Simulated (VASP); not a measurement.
# Re (R-3m) in VASP: further runs

Runs on Re. Level: r2SCAN. Tasks: single point.

Everything below comes from runs of VASP 6.6.1. Logs are shortened: lines on timing, memory, paths and dates and some standing lists are left out, and cuts for length are marked.

### Step 1. The cell of the first run

It takes space group R-3m (No. 166, trigonal). The conventional cell has a = 2.628 Å, b = 2.628 Å, c = 7.726 Å, α = 90.00°, β = 90.00°, γ = 120.00°. Re (site symmetry -3m) has 12 Re at 2.63 to 2.99 Å within 3.5 Å.

### Step 2. Single point, r2SCAN

Input file POSCAR:

```
Re
1.0
    0.2478061543      2.1063523113      2.1063523113
    2.1063523113      0.2478061543      2.1063523113
    2.1063523113      2.1063523113      0.2478061543
Re
1
Direct
    0.0000000000      0.0000000000      0.0000000000
```

Input file INCAR.step1:

```
SYSTEM = Re
  PREC = Accurate
  ENCUT = 520
  ISMEAR = 0
  SIGMA = 0.15
  LREAL = .False.
  LASPH = .True.
  NELM = 100
  NBANDS = 10
  GGA = PE
  ALGO = Normal
  EDIFF = 1E-4
  LWAVE = .True.
  LCHARG = .False.
```

Input file INCAR.step2:

```
SYSTEM = Re
  PREC = Accurate
  ENCUT = 520
  EDIFF = 1E-6
  ISMEAR = 0
  SIGMA = 0.15
  LREAL = .False.
  LASPH = .True.
  NELM = 100
  ALGO = Normal
  ISIF = 2
  LWAVE = .False.
  LCHARG = .True.
  METAGGA = R2SCAN
  LMIXTAU = .True.
  LELF = .True.
  LVHAR = .True.
  NBANDS = 10
  ISTART = 1
```

Input file KPOINTS:

```
regular mesh
0
Gamma
  22 22 22
  0 0 0
```

Potentials or basis: VASP PAW PBE potentials, release 64 (Re).

Command:

```
$ cat potpaw_PBE.64/Re/POTCAR > POTCAR
$ cp INCAR.step1 INCAR
$ mpirun -np 1 vasp_std > vasp.out
$ cp INCAR.step2 INCAR
$ mpirun -np 1 vasp_std > vasp.out
```

OUTCAR:

```text
SYSTEM = Re
   PREC = Accurate
   ENCUT = 520
   EDIFF = 1E-6
   ISMEAR = 0
   LREAL = .False.
   LASPH = .True.
   NELM = 100
   ISIF = 2
   METAGGA = R2SCAN
   ISTART = 1

 ion  position               nearest neighbor table
   1  0.000  0.000  0.000-

  LATTYP: Found a trigonal (rhomboedric) cell.
 ALAT       =     2.9891216116
 COS(alpha) =     0.6134020619

  Lattice vectors:

 A1 = (   0.2478061543,   2.1063523113,   2.1063523113)
 A2 = (   2.1063523113,   0.2478061543,   2.1063523113)
 A3 = (   2.1063523113,   2.1063523113,   0.2478061543)

Analysis of symmetry for initial positions (statically):
=====================================================================
 Subroutine PRICEL returns:
 Original cell was already a primitive cell.

 Routine SETGRP: Setting up the symmetry group for a
 trigonal (rhombohedral) supercell.

 Subroutine GETGRP returns: Found 12 space group operations
 (whereof 12 operations were pure point group operations)
 out of a pool of 12 trial point group operations.

The static configuration has the point symmetry D_3d.

Analysis of symmetry for dynamics (positions and initial velocities):
=====================================================================
 Subroutine PRICEL returns:
 Original cell was already a primitive cell.

 Routine SETGRP: Setting up the symmetry group for a
 trigonal (rhombohedral) supercell.

 Subroutine GETGRP returns: Found 12 space group operations
 (whereof 12 operations were pure point group operations)
 out of a pool of 12 trial point group operations.

The dynamic configuration has the point symmetry D_3d.

 Subroutine INISYM returns: Found 12 space group operations
 (whereof 12 operations are pure point group operations),
 and found     1 'primitive' translations

----------------------------------------------------------------------------------------

                                     Primitive cell

  volume of cell :      15.4075

  direct lattice vectors                    reciprocal lattice vectors
     0.247806154  2.106352311  2.106352311    -0.283973457  0.254081514  0.254081514
     2.106352311  0.247806154  2.106352311     0.254081514 -0.283973457  0.254081514
     2.106352311  2.106352311  0.247806154     0.254081514  0.254081514 -0.283973457

  length of vectors
     2.989121612  2.989121612  2.989121612     0.457991000  0.457991000  0.457991000

  position of ions in fractional coordinates (direct lattice)
     0.000000000  0.000000000  0.000000000

  ion indices of the primitive-cell ions
   primitive index   ion index
                 1           1

----------------------------------------------------------------------------------------

 KPOINTS: regular mesh

Automatic generation of k-mesh.
 Grid dimensions read from file:
 generate k-points for:   22   22   22

 Generating k-lattice:

  Cartesian coordinates                     Fractional coordinates (reciprocal lattice)
    -0.012907884  0.011549160  0.011549160     0.045454545  0.000000000  0.000000000
     0.011549160 -0.012907884  0.011549160     0.000000000  0.045454545  0.000000000
     0.011549160  0.011549160 -0.012907884     0.000000000  0.000000000  0.045454545

  Length of vectors
     0.020817773  0.020817773  0.020817773

  Shift w.r.t. Gamma in fractional coordinates (k-lattice)
     0.000000000  0.000000000  0.000000000

 Subroutine IBZKPT returns following result:
 ===========================================

 Found   1024 irreducible k-points:

 Following reciprocal coordinates:
            Coordinates               Weight
  0.000000  0.000000  0.000000      1.000000
  0.045455  0.000000  0.000000      6.000000
  0.090909  0.000000  0.000000      6.000000
  0.136364  0.000000  0.000000      6.000000
  0.181818  0.000000  0.000000      6.000000
  0.227273  0.000000 -0.000000      6.000000
[... 16 lines left out ...]
  0.500000  0.045455  0.000000     12.000000
 -0.454545  0.045455  0.000000     12.000000
 [... further k-points ...]
   k-points           NKPTS =   1024   k-points in BZ     NKDIM =   1024   number of bands    NBANDS=     10
   number of dos      NEDOS =    301   number of ions     NIONS =      1
   total plane-waves  NPLWV =  13824
   dimension x,y,z NGX =    24 NGY =   24 NGZ =   24
   dimension x,y,z NGXF=    48 NGYF=   48 NGZF=   48
   ions per type =               1
   NGX,Y,Z   is equivalent  to a cutoff of  13.35, 13.35, 13.35 a.u.
   NGXF,Y,Z  is equivalent  to a cutoff of  26.70, 26.70, 26.70 a.u.
 SYSTEM =  Re
   PREC   = accura    normal or accurate (medium, high low for compatibility)
   ISTART =      1    job   : 0-new  1-cont  2-samecut
   ICHARG =      0    charge: 1-file 2-atom 10-const
   ISPIN  =      1    spin polarized calculation?
   LNONCOLLINEAR =      F non collinear calculations
   LSORBIT =      F    spin-orbit coupling
   LASPH  =      T    aspherical Exc in radial PAW
   ENCUT  =  520.0 eV  38.22 Ry    6.18 a.u.   5.56  5.56  5.56*2*pi/ulx,y,z
   NELM   =    100;   NELMIN=  2; NELMDL=  0     # of ELM steps
   EDIFF  = 0.1E-05   stopping-criterion for ELM
   LREAL  =      F    real-space projection
   EDIFFG = 0.1E-04   stopping-criterion for IOM
   NSW    =      0    number of steps for IOM
   IBRION =     -1    ionic relax: 0-MD 1-quasi-New 2-CG
   NFREE  =      0    steps in history (QN), initial steepest desc. (CG)
   ISIF   =      2    stress and relaxation
   ISYM   =      2    0-nonsym 1-usesym 2-fastsym
   POTIM  = 0.5000    time-step for ionic-motion
   TEBEG  =    0.0;   TEEND  =   0.0 temperature during run
   PSTRESS=    0.0 pullay stress
   NELECT =       7.0000    total number of electrons
   NUPDOWN=      -1.0000    fix difference up-down
   EMIN   =  10.00;   EMAX   =-10.00  energy-range for DOS
   EFERMI =   0.00;   METHOD = LEGACY
   ISMEAR =     0;   SIGMA  =   0.15  broadening in eV -4-tet -1-fermi 0-gaus
   EFERMI_NEDOS =   21; number of points for ismear=-14 and -15
   IALGO  =     38    algorithm
   IMIX   =      4    mixing-type and parameters
     AMIX     =   0.40;   BMIX     =  1.00
     AMIX_MAG =   1.60;   BMIX_MAG =  1.00
  volume/ion in A,a.u.               =      15.41       103.97
  Fermi-wavevector in a.u.,A,eV,Ry     =   1.258531  2.378278 21.550255  1.583899
  Thomas-Fermi vector in A             =   2.392135
   LORBIT       =      0    0 simple, 1 ext, 2 COOP (PROOUT), +10 PAW based schemes
   METAGGA = R2SCAN    functional components
   LHFCALC =     F    Hartree Fock is set to
   AEXX    =    0.0000 exact exchange contribution
   IVDW    =     0    specifies the selected vdW correction
   LEPSILON=     F    determine dielectric tensor
   LRPA    =     F    only Hartree local field effects (RPA)
 non-spin polarized calculation
 Gauss-broadening in eV      SIGMA  =   0.15
  energy-cutoff  :      520.00
  volume of cell :       15.41
 maximum number of plane-waves:       429
   NGX = 11   NGY = 11   NGZ = 11

 number of electron       7.0000000 magnetization

 Free energy of the ion-electron system (eV)
  ---------------------------------------------------
  ext. energy  EPLUGINS =         0.00000000
  ---------------------------------------------------
  free energy    TOTEN  =       -51.95351065 eV

  energy without entropy =      -51.94216182  energy(sigma->0) =      -51.94783624

 E-fermi :   7.6335     XC(G=0): -14.6519

 val. band max:        7.6313631457   @ k =  -0.2727   0.0909   0.0909
 cond. band min:       7.6340631954   @ k =  -0.4545   0.2273   0.1364
 fundamental gap:      0.0027000496
 Fermi energy:         7.6334999706

 k-point     1 :       0.0000    0.0000    0.0000
  band No.  band energies     occupation
      1      -2.8437      2.00000
      2       3.4880      2.00000
      3       6.0937      2.00000
      4       6.0937      2.00000
      5       9.3763      0.00000
      6       9.3763      0.00000
      7      21.0214      0.00000
      8      25.3539      0.00000
      9      30.0380      0.00000
     10      30.0380      0.00000

 k-point     2 :       0.0455    0.0000    0.0000
  band No.  band energies     occupation
      1      -2.7349      2.00000
      2       3.5480      2.00000
      3       6.0004      2.00000
      4       6.1835      2.00000
      5       9.2574      0.00000
      6       9.3241      0.00000
      7      21.2526      0.00000
      8      25.5543      0.00000
      9      29.1744      0.00000
     10      30.1865      0.00000

 k-point     3 :       0.0909    0.0000    0.0000
  band No.  band energies     occupation
      1      -2.4166      2.00000
      2       3.7210      2.00000
      3       5.7454      2.00000
      4       6.4484      2.00000
      5       8.9410      0.00000
      6       9.1774      0.00000
      7      21.8785      0.00000
      8      26.0363      0.00000
      9      27.9428      0.00000
     10      30.6197      0.00000

 k-point     4 :       0.1364    0.0000    0.0000
  band No.  band energies     occupation
      1      -1.9148      2.00000
      2       3.9810      2.00000
      3       5.3969      2.00000
      4       6.8706      2.00000
      5       8.5267      0.00000
      6       8.9670      0.00000
      7      22.6574      0.00000
      8      26.0046      0.00000
      9      27.7958      0.00000
     10      31.3014      0.00000
[... 222 lines left out ...]
 k-point    22 :       0.4545    0.0455   -0.0000
  band No.  band energies     occupation
      1       0.7242      2.00000
      2       3.8027      2.00000
      3       6.8991      2.00000
      4       7.6777      0.67666
      5       9.3468      0.00000
      6      12.4109      0.00000
      7      18.8618      0.00000
      8      21.9664      0.00000
      9      25.9661      0.00000
     10      30.3834      0.00000

 k-point    23 :       0.5000    0.0455    0.0000
  band No.  band energies     occupation
      1       0.7038      2.00000
      2       3.7537      2.00000
      3       6.8436      2.00000
      4       8.1026      0.00001
      5       9.5040      0.00000
      6      12.7982      0.00000
      7      18.7050      0.00000
      8      21.3641      0.00000
      9      25.5968      0.00000
     10      29.6754      0.00000

 k-point    24 :      -0.4545    0.0455    0.0000
  band No.  band energies     occupation
      1       0.7055      2.00000
      2       3.7804      2.00000
      3       6.8542      2.00000
      4       7.8188      0.08058
      5       9.6301      0.00000
      6      12.8226      0.00000
      7      18.7655      0.00000
      8      21.4368      0.00000
      9      25.7523      0.00000
     10      29.6432      0.00000

 [... further k-points ...]

------------------------ aborting loop because EDIFF is reached ----------------------------------------

  FORCE on cell =-STRESS in cart. coord.  units (eV):
  Direction    XX          YY          ZZ          XY          YZ          ZX
  --------------------------------------------------------------------------------------
  -------------------------------------------------------------------------------------
  Total       -0.1861841     -0.1861841     -0.1861841     -2.1073676     -2.1073676     -2.1073676
  in kB      -19.3607350    -19.3607350    -19.3607350   -219.1389571   -219.1389571   -219.1389571
  external PRESSURE =     -19.3607350 kB  Pullay stress =       0.0000000 kB

 VOLUME and BASIS-vectors are now :
 -----------------------------------------------------------------------------
  energy-cutoff  :      520.00
  volume of cell :       15.41
      direct lattice vectors                 reciprocal lattice vectors
     0.247806154  2.106352311  2.106352311    -0.283973457  0.254081514  0.254081514
     2.106352311  0.247806154  2.106352311     0.254081514 -0.283973457  0.254081514
     2.106352311  2.106352311  0.247806154     0.254081514  0.254081514 -0.283973457

 POSITION                                       TOTAL-FORCE (eV/Angst)
 -----------------------------------------------------------------------------------
      0.00000      0.00000      0.00000         0.000000      0.000000      0.000000
 -----------------------------------------------------------------------------------
    total drift:                               -0.000000      0.000000      0.000000

  FREE ENERGIE OF THE ION-ELECTRON SYSTEM (eV)
  ---------------------------------------------------
  free  energy   TOTEN  =       -51.9535106538 eV

  energy  without entropy=      -51.9421618173  energy(sigma->0) =      -51.94783624
```

Run time: 9.4 min. Hardware: 1 thread of AMD EPYC 7R13 (Zen 3), shared host; peak memory 0.26 GiB.

What came out:

* Free energy: -51.9535 eV
* Pressure: -1.9 GPa
* Band gap on the k mesh: zero (an odd number of electrons rules out a gap without spin polarisation)

Caveat: the PAW data sets were made with another functional, which shifts forces and pressure a little; spin-orbit coupling is left out, which moves the levels of the heavy elements.

### Step 3. Single point, r2SCAN

This run uses another cell than the first one, of the same volume but with other edges.

Input file POSCAR:

```
Re
1.0
    0.7722493898      2.4270695107      2.4270695107
    2.4270695107      0.7722493898      2.4270695107
    2.4270695107      2.4270695107      0.7722493898
Re
1
Direct
    0.0000000000      0.0000000000      0.0000000000
```

Input file INCAR.step1:

```
PREC = Accurate
ENCUT = 520
ISMEAR = 0
SIGMA = 0.15
LREAL = F
LASPH = T
NELM = 100
NBANDS = 10
GGA = PE
ALGO = Normal
EDIFF = 1E-4
LWAVE = T
LCHARG = F
```

Input file INCAR.step2:

```
PREC = Accurate
ENCUT = 520
EDIFF = 1E-7
ISMEAR = 0
SIGMA = 0.15
LREAL = F
LASPH = T
NELM = 100
ALGO = Normal
ISIF = 2
LWAVE = F
LCHARG = F
METAGGA = R2SCAN
LMIXTAU = T
NBANDS = 10
ISTART = 1
```

Input file KPOINTS:

```
Automatic mesh
0
Gamma
  22 22 22
```

Potentials or basis: VASP PAW PBE potentials, release 64 (Re).

Command:

```
$ cat potpaw_PBE.64/Re/POTCAR > POTCAR
$ cp INCAR.step1 INCAR
$ mpirun -np 1 vasp_std > vasp.out
$ cp INCAR.step2 INCAR
$ mpirun -np 1 vasp_std > vasp.out
```

It took 16 min on 1 thread of AMD EPYC 7R13 (Zen 3), shared host; peak memory 0.29 GiB.

The run converged. Its results:

```
Free energy            : -49.1225 eV
Pressure               : 97.0 GPa
Band gap on the k mesh : zero (an odd number of electrons rules out a gap without spin polarisation)
```

Stress tensor (GPa, compression positive):
```
 97.03 -65.04 -65.04
-65.04  97.03 -65.04
-65.04 -65.04  97.03
```

Levels at points of the mesh, in eV from the Fermi level:
| k point | band 1 | band 2 | band 3 | band 4 | band 5 | band 6 | band 7 | band 8 |
| --- | --- | --- | --- | --- | --- | --- | --- | --- |
| (0.00, 0.00, 0.00) | -10.54 | -6.72 | -2.37 | -2.37 | 4.26 | 4.26 | 7.35 | 18.09 |
| (0.50, 0.00, 0.00) | -9.24 | -6.08 | -0.45 | 1.69 | 3.08 | 8.65 | 12.60 | 14.78 |
| (0.50, 0.50, 0.00) | -9.26 | -6.95 | 1.60 | 2.38 | 4.26 | 8.66 | 9.63 | 14.99 |
| (0.50, 0.50, 0.50) | -9.57 | -3.41 | -2.40 | -2.40 | 0.29 | 4.48 | 4.48 | 17.74 |

Caveat: the cell stands under pressure; the PAW data sets were made with another functional, which shifts forces and pressure a little; spin-orbit coupling is left out, which moves the levels of the heavy elements.
